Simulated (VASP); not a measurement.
# HfRu3 (Pm-3m) in VASP: a series of runs

Runs on HfRu3. Level: LDA. Tasks: single point, relaxation of cell and atoms.

Program: VASP 6.6.1. These are calculated values, not measurements. Logs are shortened: lines on timing, memory, paths and dates and some standing lists are left out, and cuts for length are marked.

## 1. The cell of the first run

The structure is cubic, space group Pm-3m (No. 221). Conventional cell: a = 3.873 Å, b = 3.873 Å, c = 3.873 Å, α = 90.00°, β = 90.00°, γ = 90.00°. Within 3.6 Å of Hf (site symmetry m-3m) lie 12 Ru at 2.74 Å. Within 3.6 Å of Ru (site symmetry 4/mmm) lie 4 Hf at 2.74 Å and 8 Ru at 2.74 Å.

## 2. Single point, LDA

The input, INCAR:

```
SYSTEM = HfRu3
PREC = Accurate
ENCUT = 520
EDIFF = 1E-6
ISMEAR = -1
SIGMA = 0.05
LREAL = .False.
LASPH = .True.
NELM = 60
ALGO = Normal
ISIF = 2
LWAVE = .False.
LCHARG = .True.
LELF = .True.
LVHAR = .True.
NBANDS = 34
```

The input, KPOINTS:

```
Automatic mesh
0
Gamma
  7 7 7
  0 0 0
```

The input, POSCAR:

```
HfRu3
1.0
    3.8732497645      0.0000000000      0.0000000000
    0.0000000000      3.8732497645      0.0000000000
    0.0000000000      0.0000000000      3.8732497645
Hf Ru
1 3
Direct
    0.0000000000      0.0000000000      0.0000000000
    0.5000000000      0.5000000000      0.0000000000
    0.5000000000      0.0000000000      0.5000000000
    0.0000000000      0.5000000000      0.5000000000
```

Potentials or basis: VASP PAW LDA potentials, release 64 (Hf_pv, Ru_pv).

Command:

```bash
> cat potpaw_LDA.64/Hf_pv/POTCAR potpaw_LDA.64/Ru_pv/POTCAR > POTCAR
> mpirun -np 1 vasp_std > vasp.out
```

OUTCAR:

```text
SYSTEM = HfRu3
   PREC = Accurate
   ENCUT = 520
   EDIFF = 1E-6
   ISMEAR = -1
   LREAL = .False.
   LASPH = .True.
   NELM = 60
   ISIF = 2

 ion  position               nearest neighbor table
   1  0.000  0.000  0.000-   2 2.74   3 2.74   4 2.74   3 2.74   4 2.74   2 2.74   4 2.74   4 2.74
                             2 2.74   3 2.74   3 2.74   2 2.74
   2  0.500  0.500  0.000-   1 2.74   3 2.74   4 2.74   3 2.74   4 2.74   1 2.74   3 2.74   3 2.74
                             1 2.74   4 2.74   4 2.74   1 2.74
   3  0.500  0.000  0.500-   1 2.74   2 2.74   4 2.74   1 2.74   2 2.74   2 2.74   4 2.74   2 2.74
                             1 2.74   4 2.74   1 2.74   4 2.74
   4  0.000  0.500  0.500-   1 2.74   2 2.74   3 2.74   1 2.74   2 2.74   1 2.74   3 2.74   1 2.74
                             2 2.74   3 2.74   2 2.74   3 2.74

  LATTYP: Found a simple cubic cell.
 ALAT       =     3.8732497645

  Lattice vectors:

 A1 = (   3.8732497645,   0.0000000000,   0.0000000000)
 A2 = (   0.0000000000,   3.8732497645,   0.0000000000)
 A3 = (   0.0000000000,   0.0000000000,   3.8732497645)

Analysis of symmetry for initial positions (statically):
=====================================================================
 Subroutine PRICEL returns:
 Original cell was already a primitive cell.

 Routine SETGRP: Setting up the symmetry group for a
 simple cubic supercell.

 Subroutine GETGRP returns: Found 48 space group operations
 (whereof 48 operations were pure point group operations)
 out of a pool of 48 trial point group operations.

The static configuration has the point symmetry O_h .

Analysis of symmetry for dynamics (positions and initial velocities):
=====================================================================
 Subroutine PRICEL returns:
 Original cell was already a primitive cell.

 Routine SETGRP: Setting up the symmetry group for a
 simple cubic supercell.

 Subroutine GETGRP returns: Found 48 space group operations
 (whereof 48 operations were pure point group operations)
 out of a pool of 48 trial point group operations.

The dynamic configuration has the point symmetry O_h .

 Subroutine INISYM returns: Found 48 space group operations
 (whereof 48 operations are pure point group operations),
 and found     1 'primitive' translations

----------------------------------------------------------------------------------------
[... 90 lines left out ...]
   ENCUT  =  520.0 eV  38.22 Ry    6.18 a.u.   7.20  7.20  7.20*2*pi/ulx,y,z
   NELM   =     60;   NELMIN=  2; NELMDL= -5     # of ELM steps
   EDIFF  = 0.1E-05   stopping-criterion for ELM
   LREAL  =      F    real-space projection
   EDIFFG = 0.1E-04   stopping-criterion for IOM
   NSW    =      0    number of steps for IOM
   IBRION =     -1    ionic relax: 0-MD 1-quasi-New 2-CG
   NFREE  =      0    steps in history (QN), initial steepest desc. (CG)
   ISIF   =      2    stress and relaxation
   ISYM   =      2    0-nonsym 1-usesym 2-fastsym
   POTIM  = 0.5000    time-step for ionic-motion
   TEBEG  =    0.0;   TEEND  =   0.0 temperature during run
   PSTRESS=    0.0 pullay stress
   NELECT =      52.0000    total number of electrons
   NUPDOWN=      -1.0000    fix difference up-down
   EMIN   =  10.00;   EMAX   =-10.00  energy-range for DOS
   EFERMI =   0.00;   METHOD = LEGACY
   ISMEAR =    -1;   SIGMA  =   0.05  broadening in eV -4-tet -1-fermi 0-gaus
   EFERMI_NEDOS =   21; number of points for ismear=-14 and -15
   IALGO  =     38    algorithm
   IMIX   =      4    mixing-type and parameters
     AMIX     =   0.40;   BMIX     =  1.00
     AMIX_MAG =   1.60;   BMIX_MAG =  1.00
  volume/ion in A,a.u.               =      14.53        98.03
  Fermi-wavevector in a.u.,A,eV,Ry     =   1.577613  2.981256 33.863029  2.488862
  Thomas-Fermi vector in A             =   2.678269
   LORBIT       =      0    0 simple, 1 ext, 2 COOP (PROOUT), +10 PAW based schemes
   GGA     = CA    functional components
   LHFCALC =     F    Hartree Fock is set to
   AEXX    =    0.0000 exact exchange contribution
   IVDW    =     0    specifies the selected vdW correction
   LEPSILON=     F    determine dielectric tensor
   LRPA    =     F    only Hartree local field effects (RPA)
 non-spin polarized calculation
  energy-cutoff  :      520.00
  volume of cell :       58.11
 maximum number of plane-waves:      1582
 NGX is ok and might be reduce to    30
   NGX = 15   NGY = 15   NGZ = 15

 number of electron      52.0000017 magnetization

 Free energy of the ion-electron system (eV)
  ---------------------------------------------------
  ext. energy  EPLUGINS =         0.00000000
  ---------------------------------------------------
  free energy    TOTEN  =       -43.58363677 eV

  energy without entropy =      -43.54453207  energy(sigma->0) =      -43.56408442

 E-fermi :  10.3185     XC(G=0): -13.8572

 val. band max:       10.3073391557   @ k =   0.2857   0.0000   0.0000
 cond. band min:      10.5605410489   @ k =   0.2857   0.2857   0.2857
 fundamental gap:      0.2532018932
 Fermi energy:        10.3184908174

 k-point     1 :       0.0000    0.0000    0.0000
  band No.  band energies     occupation
      1     -32.0131      2.00000
      2     -32.0131      2.00000
      3     -32.0131      2.00000
      4     -31.5988      2.00000
      5     -31.5988      2.00000
      6     -31.5988      2.00000
[... 729 lines left out ...]
     33      14.9647      0.00000
     34      15.6031      0.00000

------------------------ aborting loop because EDIFF is reached ----------------------------------------

  FORCE on cell =-STRESS in cart. coord.  units (eV):
  Direction    XX          YY          ZZ          XY          YZ          ZX
  --------------------------------------------------------------------------------------
  -------------------------------------------------------------------------------------
  Total       -0.0070714     -0.0070714     -0.0070714      0.0000000      0.0000000     -0.0000000
  in kB       -0.1949791     -0.1949791     -0.1949791      0.0000000      0.0000000     -0.0000000
  external PRESSURE =      -0.1949791 kB  Pullay stress =       0.0000000 kB

 VOLUME and BASIS-vectors are now :
 -----------------------------------------------------------------------------
  energy-cutoff  :      520.00
  volume of cell :       58.11
      direct lattice vectors                 reciprocal lattice vectors
     3.873249765  0.000000000  0.000000000     0.258181130  0.000000000  0.000000000
     0.000000000  3.873249765  0.000000000     0.000000000  0.258181130  0.000000000
     0.000000000  0.000000000  3.873249765     0.000000000  0.000000000  0.258181130

 POSITION                                       TOTAL-FORCE (eV/Angst)
 -----------------------------------------------------------------------------------
      0.00000      0.00000      0.00000         0.000000      0.000000      0.000000
      1.93662      1.93662      0.00000         0.000000      0.000000      0.000000
      1.93662      0.00000      1.93662         0.000000      0.000000      0.000000
      0.00000      1.93662      1.93662         0.000000      0.000000      0.000000
 -----------------------------------------------------------------------------------
    total drift:                                0.000000      0.000000     -0.000000

  FREE ENERGIE OF THE ION-ELECTRON SYSTEM (eV)
  ---------------------------------------------------
  free  energy   TOTEN  =       -43.5836367741 eV

  energy  without entropy=      -43.5445320714  energy(sigma->0) =      -43.56408442
```

OSZICAR:

```text
N       E                     dE             d eps       ncg     rms          rms(c)
DAV:   1     0.547469988621E+03    0.54747E+03   -0.30917E+04  1360   0.165E+03
DAV:   2    -0.277804592170E+02   -0.57525E+03   -0.56075E+03  1506   0.502E+02
DAV:   3    -0.455242732458E+02   -0.17744E+02   -0.17327E+02  1530   0.894E+01
DAV:   4    -0.457905579194E+02   -0.26628E+00   -0.26558E+00  1540   0.101E+01
DAV:   5    -0.457966093614E+02   -0.60514E-02   -0.60509E-02  1636   0.135E+00    0.751E+01
DAV:   6    -0.440929989083E+02    0.17036E+01   -0.89128E+00  1492   0.193E+01    0.319E+01
DAV:   7    -0.439131175507E+02    0.17988E+00   -0.41936E+00  1464   0.981E+00    0.222E+01
DAV:   8    -0.435899360805E+02    0.32318E+00   -0.15765E+00  1488   0.752E+00    0.386E+00
DAV:   9    -0.435845306804E+02    0.54054E-02   -0.56653E-02  1436   0.169E+00    0.247E+00
DAV:  10    -0.435836544193E+02    0.87626E-03   -0.32713E-03  1472   0.243E-01    0.323E-01
DAV:  11    -0.435836396470E+02    0.14772E-04   -0.17802E-04  1522   0.717E-02    0.817E-02
DAV:  12    -0.435836369666E+02    0.26804E-05   -0.15736E-05  1450   0.226E-02    0.156E-02
DAV:  13    -0.435836367741E+02    0.19255E-06   -0.24299E-06  1250   0.879E-03
   1 F= -.43583637E+02 E0= -.43564084E+02  d E =-.391047E-01
```

It took 24 s on 1 thread of Intel Xeon Platinum 8488C (Sapphire Rapids), shared host; peak memory 0.16 GiB.

Results:

```yaml
Free_energy: -43.5836 eV
Pressure: 0.0 GPa
Band_gap_on_the_k_mesh: zero (bands 26 and 27 overlap by 2.92 eV)
```

Levels at points of the mesh, in eV from the Fermi level:
```tsv
k point	band 23	band 24	band 25	band 26	band 27	band 28	band 29	band 30
(0.00, 0.00, 0.00)	0.73	0.73	1.97	2.51	2.51	2.51	4.28	4.28
```

Caveat: spin-orbit coupling is left out, which moves the levels of the heavy elements.

## 3. Relaxation of cell and atoms, LDA

This run uses another cell than the first one, of 15.48 Å³/atom.

The input, INCAR:

```
SYSTEM = HfRu3
PREC = Accurate
ENCUT = 600
EDIFF = 1E-6
ISMEAR = -1
SIGMA = 0.05
LREAL = .FALSE.
LASPH = .TRUE.
NELM = 100
ALGO = Normal
ISIF = 3
LWAVE = .FALSE.
LCHARG = .FALSE.
GGA = CA
IBRION = 2
NSW = 80
EDIFFG = -0.02
```

The input, KPOINTS:

```
regular mesh
0
G
  7 7 7
  0 0 0
```

The input, POSCAR:

```
HfRu3
1.0
    3.9557730000      0.0000000000      0.0000000000
    0.0000000000      3.9557730000      0.0000000000
    0.0000000000      0.0000000000      3.9557730000
Hf Ru
1 3
Direct
    0.0000000000      0.0000000000      0.0000000000
    0.5000000000      0.5000000000      0.0000000000
    0.5000000000      0.0000000000      0.5000000000
    0.0000000000      0.5000000000      0.5000000000
```

Potentials or basis: VASP PAW LDA potentials, release 64 (Hf_pv, Ru_pv).

Command:

```bash
> cat potpaw_LDA.64/Hf_pv/POTCAR potpaw_LDA.64/Ru_pv/POTCAR > POTCAR
> mpirun -np 1 vasp_std > vasp.out
```

Wall time 71 s (1 thread of Intel Xeon Platinum 8488C (Sapphire Rapids), shared host); peak memory 0.18 GiB.

It converged, with:

- Free energy: -43.5868 eV
- Relaxed volume: 14.54 Å³/atom
- Relaxed cell: a = 3.874 Å, b = 3.874 Å, c = 3.874 Å, α = 90.00°, β = 90.00°, γ = 90.00°
- Space group after relaxing (to 0.1 Å): Pm-3m (No. 221)
- Energy gained by relaxing: 47.4 meV/atom
- Ionic steps: 4
- Pressure after relaxing: -0.2 GPa
- Band gap on the k mesh: zero (bands 26 and 27 overlap by 2.92 eV)

The path:
| step | energy change (eV) | largest force (eV/Å) | pressure (GPa) | volume (Å³) |
| --- | --- | --- | --- | --- |
| 1 | 0.0000 | 0.0000 | -15.10 | 61.90 |
| 2 | 1.1839 | 0.0000 | 60.45 | 49.73 |
| 3 | -0.1889 | 0.0000 | -1.04 | 58.32 |
| 4 | -0.1896 | 0.0000 | -0.21 | 58.15 |

Final structure:
```cif
data_structure
_symmetry_space_group_name_H-M 'P 1'
_symmetry_Int_Tables_number 1
_cell_length_a 3.8741
_cell_length_b 3.8741
_cell_length_c 3.8741
_cell_angle_alpha 90.000
_cell_angle_beta 90.000
_cell_angle_gamma 90.000
_cell_volume 58.15
loop_
_atom_site_label
_atom_site_type_symbol
_atom_site_fract_x
_atom_site_fract_y
_atom_site_fract_z
_atom_site_occupancy
Hf1 Hf 0.00000 0.00000 0.00000 1
Ru1 Ru 0.50000 0.50000 0.00000 1
Ru2 Ru 0.50000 0.00000 0.50000 1
Ru3 Ru 0.00000 0.50000 0.50000 1
```

Levels at points of the mesh, in eV from the Fermi level:
| k point | band 24 | band 25 | band 26 | band 27 | band 28 | band 29 |
| --- | --- | --- | --- | --- | --- | --- |
| (0.00, 0.00, 0.00) | 0.72 | 1.97 | 2.50 | 2.50 | 2.50 | 4.28 |

Caveat: spin-orbit coupling is left out, which moves the levels of the heavy elements.

The gap in the log of VASP goes by the Fermi energy; the results here count the filled bands.